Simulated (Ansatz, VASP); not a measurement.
# MgO5: VASP beside Ansatz

```xyz
6
Lattice="4.2491 0.0000 0.0000 -2.1246 3.6799 0.0000 0.0000 0.0000 3.6848" Properties=species:S:1:pos:R:3 pbc="T T T"
Mg    0.0000    0.0000    1.8424
O     0.0000    2.4532    1.8424
O     2.1246    1.2266    1.8424
O     0.0000    0.0000    0.0000
O     0.0000    2.4532    0.0000
O     2.1246    1.2266    0.0000
```

Alike in both runs: functional PBE; k mesh 12 × 12 × 10; occupations gaussian, width 0.1 eV; collinear spin.

Ansatz relaxed the structure, and its values are those at the end. VASP's run is a single point on that final structure, the one shown.

|  | VASP | Ansatz |
| --- | --- | --- |
| version | VASP 6.6.1 | Ansatz 0.2.0 |
| potentials or method | VASP PAW PBE potentials, release 64 (Mg, O), cutoff 520 eV | scalar-relativistic, plane waves, PAW |
| valence electrons in the cell | 32 | 40 |

VASP gave:

```
gap on the k mesh at the Fermi level (eV)                     : none
pressure (GPa)                                                : -0.3
net moment per atom (μB)                                      : 0.33
size of the moment on the site where the two differ most (μB) : 0.93
```

Question: Which values does Ansatz return?

Answer: gap on the k mesh at the Fermi level (eV): none; pressure (GPa): 0.0; net moment per atom (μB): 0.32; size of the moment on the site where the two differ most (μB): 0.94.

Site moments also hang on the region over which each program counts them. A gap of «none» marks a metal or a gap that the smearing closes. The functional is the same, so the differences come from potentials, cutoffs and numerics. VASP's potentials hold 32 valence electrons a cell and Ansatz's 40, so a difference there can come from the potentials and not from the codes.
